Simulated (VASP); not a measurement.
Input of a VASP 6.6.1 run:

INCAR

```
SYSTEM = Ti4HBr
ALGO     = Normal         ! electronic algorithm
EDIFF    = 1E-7           ! SCF threshold, eV
EDIFFG   = -0.01          ! ionic threshold
ENCUT    = 600            ! plane-wave cutoff, eV
GGA      = PE             ! functional
IBRION   = 2              ! ionic algorithm
ISIF     = 3              ! what is computed and relaxed
ISMEAR   = 0              ! smearing method
LASPH    = .TRUE.         ! aspherical terms in the spheres
LCHARG   = .FALSE.        ! write CHGCAR
LREAL    = .FALSE.        ! projectors in reciprocal space
LWAVE    = .FALSE.        ! write WAVECAR
NELM     = 80             ! most SCF steps
NSW      = 100            ! ionic steps
PREC     = Accurate       ! precision mode
SIGMA    = 0.1            ! smearing width, eV
```

File KPOINTS:

```
k-points
0
G
  8 8 8
  0 0 0
```

POSCAR

```
Ti4HBr
1.0
    0.0000000000      3.8027262558      3.8027262558
    3.8027262558      0.0000000000      3.8027262558
    3.8027262558      3.8027262558      0.0000000000
Ti H Br
4 1 1
Direct
    0.6339759421      0.1220080193      0.1220080193
    0.1220080193      0.1220080193      0.1220080193
    0.1220080193      0.6339759421      0.1220080193
    0.1220080193      0.1220080193      0.6339759421
    0.7500000000      0.7500000000      0.7500000000
    0.5000000000      0.5000000000      0.5000000000
```

Potentials or basis: VASP PAW PBE potentials, release 64 (Ti_sv, H, Br).

Run with:

```console
$ cat potpaw_PBE.64/Ti_sv/POTCAR potpaw_PBE.64/H/POTCAR potpaw_PBE.64/Br/POTCAR > POTCAR
$ mpirun -np 1 vasp_std > vasp.out
```

(1) Predict the relaxed volume.

(2) What does it give for the band gap on the k mesh?

(3) What does it give for the space group after relaxing (to 0.1 Å)?

(4) Estimate the relaxed cell.

## Answers

(1) 18.24 Å³/atom.

(2) zero (bands 28 and 29 overlap by 0.21 eV).

(3) F-43m (No. 216).

(4) a = 5.369 Å, b = 5.369 Å, c = 5.369 Å, α = 60.00°, β = 60.00°, γ = 60.00°.
